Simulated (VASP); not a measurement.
Write the native input for VASP 6.6.1 that does the following.

* Task: single point
* Functional: PBE
* Potentials or basis: VASP PAW PBE potentials, release 64 (Be, Ga_d)
* Cutoff: 500 eV
* k mesh: 1 × 1 × 7, shifted
* Occupations: gaussian, width 0.1 eV
* Spin: no spin polarisation
* Dipole correction: no
* Mended: yes
* Further INCAR settings: ALGO = Normal; EDIFF = 1e-06; NBANDS = 28; ISYM = -1

The structure of BeGa3 lies in POSCAR:

```
BeGa3
1.0
   -2.0436200000      2.0436200000      3.7906850000
    2.0436200000     -2.0436200000      3.7906850000
    2.0436200000      2.0436200000     -3.7906850000
Be Ga
1 3
Direct
    0.0000000000      0.0000000000      0.0000000000
    0.7500000000      0.2500000000      0.5000000000
    0.2500000000      0.7500000000      0.5000000000
    0.5000000000      0.5000000000      0.0000000000
```

These files were run (other wordings do the same):

INCAR

```
ALGO = Normal ; EDIFF = 1E-6
ENCUT = 500 ; GGA = PE
GGA_COMPAT = F ; ISIF = 2
ISMEAR = 0 ; ISYM = -1
LASPH = T ; LCHARG = T
LELF = T ; LREAL = F
LVHAR = T ; LWAVE = F
NBANDS = 28 ; NELM = 120
PREC = Accurate ; SIGMA = 0.1
```

KPOINTS

```
explicit points
4
Reciprocal
  0.00000000   0.00000000   0.07142857 2
  0.00000000   0.00000000   0.21428571 2
  0.00000000   0.00000000   0.35714286 2
  0.00000000   0.00000000   0.50000000 1
```

Potentials or basis: VASP PAW PBE potentials, release 64 (Be, Ga_d).

Launch:

```sh
$ cat potpaw_PBE.64/Be/POTCAR potpaw_PBE.64/Ga_d/POTCAR > POTCAR
$ mpirun -np 1 vasp_std > vasp.out
```

It gave:

The pressure is 8.7 GPa and the band gap on the k mesh is zero (an odd number of electrons rules out a gap without spin polarisation).

Caveat: the cell stands under pressure.

Run time: 19 s on 1 thread of Intel(R) Xeon(R) Platinum 8375C CPU @ 2.90GHz (Ice Lake), on a shared host, peak memory 0.19 GiB.
